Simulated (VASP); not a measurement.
# GaSb (F-43m) in VASP: notebook

The runs below take GaSb through single point, with B3LYP, PBE-based screened hybrid with 25 % exact exchange.

Program: VASP 6.6.1. These are calculated values, not measurements. Logs are shortened: lines on timing, memory, paths and dates and some standing lists are left out, and cuts for length are marked.

**1. The cell of the first run**

It takes space group F-43m (No. 216, cubic). The conventional cell has a = 6.238 Å, b = 6.238 Å, c = 6.238 Å, α = 90.00°, β = 90.00°, γ = 90.00°. Within 3.6 Å of Sb (site symmetry -43m) lie 4 Ga at 2.70 Å. Ga (site symmetry -43m) has 4 Sb at 2.70 Å within 3.6 Å.

**2. Single point, B3LYP**

File POSCAR:

```
GaSb
1.0
    0.0000000000      3.1189956238      3.1189956238
    3.1189956238      0.0000000000      3.1189956238
    3.1189956238      3.1189956238      0.0000000000
Sb Ga
1 1
Direct
    0.7500000000      0.7500000000      0.7500000000
    0.0000000000      0.0000000000      0.0000000000
```

File INCAR.step1:

```
PREC = Accurate ; ENCUT = 400
EDIFF = 1E-5 ; ISMEAR = -1
SIGMA = 0.05 ; LREAL = False
LASPH = True ; NELM = 120
ALGO = Normal ; ISIF = 2
LWAVE = True ; LCHARG = False
NBANDS = 21 ; GGA = PE
GGA_COMPAT = False
```

File INCAR.step2:

```
PREC = Accurate ; ENCUT = 400
EDIFF = 1E-6 ; ISMEAR = -1
SIGMA = 0.05 ; LREAL = False
LASPH = True ; NELM = 120
ALGO = Normal ; ISIF = 2
LWAVE = False ; LCHARG = False
GGA = B3 ; LHFCALC = True
AEXX = 0.2 ; AGGAX = 0.72
AGGAC = 0.81 ; ALDAC = 0.19
PRECFOCK = Normal ; NBANDS = 21
ISTART = 1 ; GGA_COMPAT = False
```

File KPOINTS:

```
regular mesh
0
Gamma
  4 4 4
```

Potentials or basis: VASP PAW PBE potentials, release 64 (Sb_d_GW, Ga_d).

The run is started by

```sh
$ cat potpaw_PBE.64/Sb_d_GW/POTCAR potpaw_PBE.64/Ga_d/POTCAR > POTCAR
$ cp INCAR.step1 INCAR
$ mpirun -np 1 vasp_std > vasp.out
$ cp INCAR.step2 INCAR
$ mpirun -np 1 vasp_std > vasp.out
```

OUTCAR:

```text
PREC = Accurate
   ENCUT = 400
   EDIFF = 1E-6
   ISMEAR = -1
   LREAL = False
   LASPH = True
   NELM = 120
   ISIF = 2
   GGA = B3
   LHFCALC = True
   AEXX = 0.2
   PRECFOCK = Normal
   ISTART = 1

 ion  position               nearest neighbor table
   1  0.750  0.750  0.750-   2 2.70   2 2.70   2 2.70   2 2.70
   2  0.000  0.000  0.000-   1 2.70   1 2.70   1 2.70   1 2.70

  LATTYP: Found a face centered cubic cell.
 ALAT       =     6.2379912476

  Lattice vectors:

 A1 = (   0.0000000000,   3.1189956238,   3.1189956238)
 A2 = (   3.1189956238,   0.0000000000,   3.1189956238)
 A3 = (   3.1189956238,   3.1189956238,   0.0000000000)

Analysis of symmetry for initial positions (statically):
=====================================================================
 Subroutine PRICEL returns:
 Original cell was already a primitive cell.

 Routine SETGRP: Setting up the symmetry group for a
 face centered cubic supercell.

 Subroutine GETGRP returns: Found 24 space group operations
 (whereof 24 operations were pure point group operations)
 out of a pool of 48 trial point group operations.

The static configuration has the point symmetry T_d .

Analysis of symmetry for dynamics (positions and initial velocities):
=====================================================================
 Subroutine PRICEL returns:
 Original cell was already a primitive cell.

 Routine SETGRP: Setting up the symmetry group for a
 face centered cubic supercell.

 Subroutine GETGRP returns: Found 24 space group operations
 (whereof 24 operations were pure point group operations)
 out of a pool of 48 trial point group operations.

The dynamic configuration has the point symmetry T_d .

 Subroutine INISYM returns: Found 24 space group operations
 (whereof 24 operations are pure point group operations),
 and found     1 'primitive' translations

----------------------------------------------------------------------------------------

                                     Primitive cell

  volume of cell :      60.6840

  direct lattice vectors                    reciprocal lattice vectors
     0.000000000  3.118995624  3.118995624    -0.160308016  0.160308016  0.160308016
     3.118995624  0.000000000  3.118995624     0.160308016 -0.160308016  0.160308016
     3.118995624  3.118995624  0.000000000     0.160308016  0.160308016 -0.160308016

  length of vectors
     4.410925912  4.410925912  4.410925912     0.277661628  0.277661628  0.277661628

  position of ions in fractional coordinates (direct lattice)
     0.750000000  0.750000000  0.750000000
     0.000000000  0.000000000  0.000000000

  ion indices of the primitive-cell ions
   primitive index   ion index
                 1           1
                 2           2

----------------------------------------------------------------------------------------

 KPOINTS: regular mesh

Automatic generation of k-mesh.
 Grid dimensions read from file:
 generate k-points for:    4    4    4

 Generating k-lattice:

  Cartesian coordinates                     Fractional coordinates (reciprocal lattice)
    -0.040077004  0.040077004  0.040077004     0.250000000  0.000000000  0.000000000
     0.040077004 -0.040077004  0.040077004     0.000000000  0.250000000  0.000000000
     0.040077004  0.040077004 -0.040077004     0.000000000  0.000000000  0.250000000

  Length of vectors
     0.069415407  0.069415407  0.069415407

  Shift w.r.t. Gamma in fractional coordinates (k-lattice)
     0.000000000  0.000000000  0.000000000

 Subroutine IBZKPT returns following result:
 ===========================================

 Found      8 irreducible k-points:

 Following reciprocal coordinates:
            Coordinates               Weight
  0.000000  0.000000  0.000000      1.000000
  0.250000  0.000000  0.000000      8.000000
  0.500000  0.000000  0.000000      4.000000
  0.250000  0.250000  0.000000      6.000000
  0.500000  0.250000  0.000000     24.000000
 -0.250000  0.250000  0.000000     12.000000
  0.500000  0.500000  0.000000      3.000000
 -0.250000  0.500000  0.250000      6.000000
   k-points           NKPTS =      8   k-points in BZ     NKDIM =     64   number of bands    NBANDS=     21
   number of dos      NEDOS =    301   number of ions     NIONS =      2
   total plane-waves  NPLWV =  27000
   dimension x,y,z NGX =    30 NGY =   30 NGZ =   30
   dimension x,y,z NGXF=    60 NGYF=   60 NGZF=   60
   ions per type =               1   1
   NGX,Y,Z   is equivalent  to a cutoff of  11.31, 11.31, 11.31 a.u.
   NGXF,Y,Z  is equivalent  to a cutoff of  22.61, 22.61, 22.61 a.u.
 SYSTEM =  unknown system
   PREC   = accura    normal or accurate (medium, high low for compatibility)
   ISTART =      1    job   : 0-new  1-cont  2-samecut
   ICHARG =      0    charge: 1-file 2-atom 10-const
   ISPIN  =      1    spin polarized calculation?
   LNONCOLLINEAR =      F non collinear calculations
   LSORBIT =      F    spin-orbit coupling
   LASPH  =      T    aspherical Exc in radial PAW
   ENCUT  =  400.0 eV  29.40 Ry    5.42 a.u.   7.19  7.19  7.19*2*pi/ulx,y,z
   NELM   =    120;   NELMIN=  2; NELMDL=  0     # of ELM steps
   EDIFF  = 0.1E-05   stopping-criterion for ELM
   LREAL  =      F    real-space projection
   EDIFFG = 0.1E-04   stopping-criterion for IOM
   NSW    =      0    number of steps for IOM
   IBRION =     -1    ionic relax: 0-MD 1-quasi-New 2-CG
   NFREE  =      0    steps in history (QN), initial steepest desc. (CG)
   ISIF   =      2    stress and relaxation
   ISYM   =      3    0-nonsym 1-usesym 2-fastsym
   POTIM  = 0.5000    time-step for ionic-motion
   TEBEG  =    0.0;   TEEND  =   0.0 temperature during run
   PSTRESS=    0.0 pullay stress
   NELECT =      28.0000    total number of electrons
   NUPDOWN=      -1.0000    fix difference up-down
   EMIN   =  10.00;   EMAX   =-10.00  energy-range for DOS
   EFERMI =   0.00;   METHOD = LEGACY
   ISMEAR =    -1;   SIGMA  =   0.05  broadening in eV -4-tet -1-fermi 0-gaus
   EFERMI_NEDOS =   21; number of points for ismear=-14 and -15
   IALGO  =     38    algorithm
   IMIX   =      1    mixing-type and parameters
     AMIX     =   0.40;   BMIX     =  1.00
     AMIX_MAG =   1.60;   BMIX_MAG =  1.00
  volume/ion in A,a.u.               =      30.34       204.76
  Fermi-wavevector in a.u.,A,eV,Ry     =   1.265036  2.390571 21.773608  1.600315
  Thomas-Fermi vector in A             =   2.398310
   LORBIT       =      0    0 simple, 1 ext, 2 COOP (PROOUT), +10 PAW based schemes
   GGA     = B3    functional components
   LHFCALC =     T    Hartree Fock is set to
   PRECFOCK=normal    Normal, Fast or Accurate (Low or Medium for compatibility)
   ENCUT4O =  -1.0   cutoff for four orbital integrals eV
   NKREDX  =     1    reduce k-point grid by
   NKREDY  =     1    reduce k-point grid by
   NKREDZ  =     1    reduce k-point grid by
   AEXX    =    0.2000 exact exchange contribution
   HFSCREEN=    0.0000 screening length (either q_TF or 0.3 A-1)
   HFSCREENC=   0.0000 screening length for correlation (either q_TF or 0.3 A-1)
   ENCUTFOCK=  -1.0 apply spherical cutoff to Coloumb kernel
   IVDW    =     0    specifies the selected vdW correction
   LEPSILON=     F    determine dielectric tensor
   LRPA    =     F    only Hartree local field effects (RPA)
 non-spin polarized calculation
  energy-cutoff  :      400.00
  volume of cell :       60.68
 maximum number of plane-waves:      1124
 NGX is ok and might be reduce to    30
  NGX = 24; NGY = 24; NGZ = 24

 number of electron      28.0000021 magnetization

 Free energy of the ion-electron system (eV)
  ---------------------------------------------------
  ext. energy  EPLUGINS =         0.00000000
  ---------------------------------------------------
  free energy    TOTEN  =        -7.90433811 eV

  energy without entropy =       -7.90423597  energy(sigma->0) =       -7.90428704

 E-fermi :   3.3406     XC(G=0):  -7.1639

 val. band max:        3.0181362510   @ k =   0.0000   0.0000   0.0000
 cond. band min:       3.6079868564   @ k =   0.0000   0.0000   0.0000
 fundamental gap:      0.5898506054
 Fermi energy:         3.3406056303

 k-point     1 :       0.0000    0.0000    0.0000
  band No.  band energies     occupation
      1     -27.3991      2.00000
      2     -27.3991      2.00000
      3     -27.3991      2.00000
      4     -27.3793      2.00000
      5     -27.3793      2.00000
      6     -14.1994      2.00000
[... 13 lines left out ...]
     20      13.0555      0.00000
     21      13.0555      0.00000

 k-point     2 :       0.2500    0.0000    0.0000
  band No.  band energies     occupation
      1     -27.3989      2.00000
      2     -27.3982      2.00000
      3     -27.3982      2.00000
      4     -27.3792      2.00000
      5     -27.3792      2.00000
      6     -14.2072      2.00000
[... 13 lines left out ...]
     20      11.9955      0.00000
     21      11.9955      0.00000

 k-point     3 :       0.5000    0.0000    0.0000
  band No.  band energies     occupation
      1     -27.3986      2.00000
      2     -27.3971      2.00000
      3     -27.3971      2.00000
      4     -27.3788      2.00000
      5     -27.3788      2.00000
      6     -14.2151      2.00000
[... 13 lines left out ...]
     20      14.2643      0.00000
     21      14.2649      0.00000

 k-point     4 :       0.2500    0.2500    0.0000
  band No.  band energies     occupation
      1     -27.4004      2.00000
      2     -27.3969      2.00000
      3     -27.3969      2.00000
      4     -27.3800      2.00000
      5     -27.3783      2.00000
      6     -14.2146      2.00000
[... 13 lines left out ...]
     20      13.3622      0.00000
     21      13.9063      0.00000

 k-point     5 :       0.5000    0.2500    0.0000
  band No.  band energies     occupation
      1     -27.3997      2.00000
      2     -27.3962      2.00000
      3     -27.3958      2.00000
      4     -27.3797      2.00000
      5     -27.3780      2.00000
      6     -14.2212      2.00000
[... 13 lines left out ...]
     20      14.4820      0.00000
     21      14.6676      0.00000

 k-point     6 :      -0.2500    0.2500    0.0000
  band No.  band energies     occupation
      1     -27.3984      2.00000
      2     -27.3972      2.00000
      3     -27.3970      2.00000
      4     -27.3790      2.00000
      5     -27.3788      2.00000
      6     -14.2162      2.00000
[... 13 lines left out ...]
     20      12.8550      0.00000
     21      14.8738      0.00000

 k-point     7 :       0.5000    0.5000    0.0000
  band No.  band energies     occupation
      1     -27.4016      2.00000
      2     -27.3946      2.00000
      3     -27.3946      2.00000
      4     -27.3806      2.00000
      5     -27.3771      2.00000
      6     -14.2283      2.00000
[... 13 lines left out ...]
     20      14.9251      0.00000
     21      15.8194      0.00000

 k-point     8 :      -0.2500    0.5000    0.2500
  band No.  band energies     occupation
      1     -27.3990      2.00000
      2     -27.3973      2.00000
      3     -27.3947      2.00000
      4     -27.3798      2.00000
      5     -27.3781      2.00000
      6     -14.2238      2.00000
[... 13 lines left out ...]
     20      14.3717      0.00000
     21      15.6625      0.00000

------------------------ aborting loop because EDIFF is reached ----------------------------------------

  FORCE on cell =-STRESS in cart. coord.  units (eV):
  Direction    XX          YY          ZZ          XY          YZ          ZX
  --------------------------------------------------------------------------------------
  -------------------------------------------------------------------------------------
  Total       -0.0057136     -0.0057136     -0.0057136      0.0000000      0.0000000      0.0000000
  in kB       -0.1508506     -0.1508506     -0.1508506      0.0000000      0.0000000      0.0000000
  external PRESSURE =      -0.1508506 kB  Pullay stress =       0.0000000 kB

 VOLUME and BASIS-vectors are now :
 -----------------------------------------------------------------------------
  energy-cutoff  :      400.00
  volume of cell :       60.68
      direct lattice vectors                 reciprocal lattice vectors
     0.000000000  3.118995624  3.118995624    -0.160308016  0.160308016  0.160308016
     3.118995624  0.000000000  3.118995624     0.160308016 -0.160308016  0.160308016
     3.118995624  3.118995624  0.000000000     0.160308016  0.160308016 -0.160308016

 POSITION                                       TOTAL-FORCE (eV/Angst)
 -----------------------------------------------------------------------------------
      4.67849      4.67849      4.67849        -0.000000     -0.000000     -0.000000
      0.00000      0.00000      0.00000         0.000000      0.000000      0.000000
 -----------------------------------------------------------------------------------
    total drift:                                0.000115      0.000081     -0.000056

  FREE ENERGIE OF THE ION-ELECTRON SYSTEM (eV)
  ---------------------------------------------------
  free  energy   TOTEN  =        -7.9043381122 eV

  energy  without entropy=       -7.9042359700  energy(sigma->0) =       -7.90428704
```

It took 17 min on 1 thread of Intel Xeon Platinum 8259CL at 2.50GHz (Skylake/Cascade Lake), shared host; peak memory 0.19 GiB.

What came out:

| Property | Result |
| --- | --- |
| Free energy | -7.9043 eV |
| Pressure | 0.0 GPa |
| Band gap on the k mesh | 0.59 eV |

Caveat: the k points lie up to 0.44 Å⁻¹ apart; the PAW data sets were made with another functional, which shifts forces and pressure a little; spin-orbit coupling is left out, which moves the levels of the heavy elements.

**3. Single point, PBE-based screened hybrid with 25 % exact exchange**

This run uses another cell than the first one, of 26.91 Å³/atom.

File POSCAR:

```
GaSb
1.0
    0.0000000000      2.9965539066      2.9965539066
    2.9965539066      0.0000000000      2.9965539066
    2.9965539066      2.9965539066      0.0000000000
Sb Ga
1 1
Direct
    0.7500000000      0.7500000000      0.7500000000
    0.0000000000      0.0000000000      0.0000000000
```

File INCAR.step1:

```
ALGO = Normal
EDIFF = 1E-5
ENCUT = 400
GGA = PE
GGA_COMPAT = F
ISIF = 2
ISMEAR = -1
LASPH = T
LCHARG = F
LREAL = F
LWAVE = T
NBANDS = 21
NELM = 120
PREC = Accurate
SIGMA = 0.05
```

File INCAR.step2:

```
AEXX = 0.25
ALGO = Normal
EDIFF = 1E-6
ENCUT = 400
GGA = PE
GGA_COMPAT = F
HFSCREEN = 0.3
ISIF = 2
ISMEAR = -1
ISTART = 1
LASPH = T
LCHARG = F
LHFCALC = T
LREAL = F
LWAVE = F
NBANDS = 21
NELM = 120
PREC = Accurate
PRECFOCK = Normal
SIGMA = 0.05
```

File KPOINTS:

```
k-points
0
Gamma
  4 4 4
```

Potentials or basis: VASP PAW PBE potentials, release 64 (Sb_d_GW, Ga_d).

The run is started by

```sh
$ cat potpaw_PBE.64/Sb_d_GW/POTCAR potpaw_PBE.64/Ga_d/POTCAR > POTCAR
$ cp INCAR.step1 INCAR
$ mpirun -np 1 vasp_std > vasp.out
$ cp INCAR.step2 INCAR
$ mpirun -np 1 vasp_std > vasp.out
```

Run time: 8.9 min. Hardware: 1 thread of Intel Xeon 6975P-C (Granite Rapids), shared host; peak memory 0.29 GiB.

It converged, with:

| Property | Result |
| --- | --- |
| Free energy | -8.2269 eV |
| Pressure | 4.8 GPa |
| Band gap on the k mesh | 1.07 eV (least direct gap 1.22 eV) |

Levels at points of the mesh, in eV from the valence-band top:
| k point | band 12 | band 13 | band 14 | band 15 | band 16 | band 17 |
| --- | --- | --- | --- | --- | --- | --- |
| (0.00, 0.00, 0.00) | 0.00 | 0.00 | 0.00 | 1.22 | 3.28 | 3.28 |
| (0.50, 0.00, 0.00) | -7.15 | -1.33 | -1.33 | 1.07 | 4.29 | 4.29 |
| (0.50, 0.50, 0.00) | -7.60 | -2.98 | -2.98 | 1.25 | 1.52 | 10.12 |

Caveat: the k points lie up to 0.45 Å⁻¹ apart; the PAW data sets were made with another functional, which shifts forces and pressure a little; spin-orbit coupling is left out, which moves the levels of the heavy elements. A k mesh can miss the band edges.
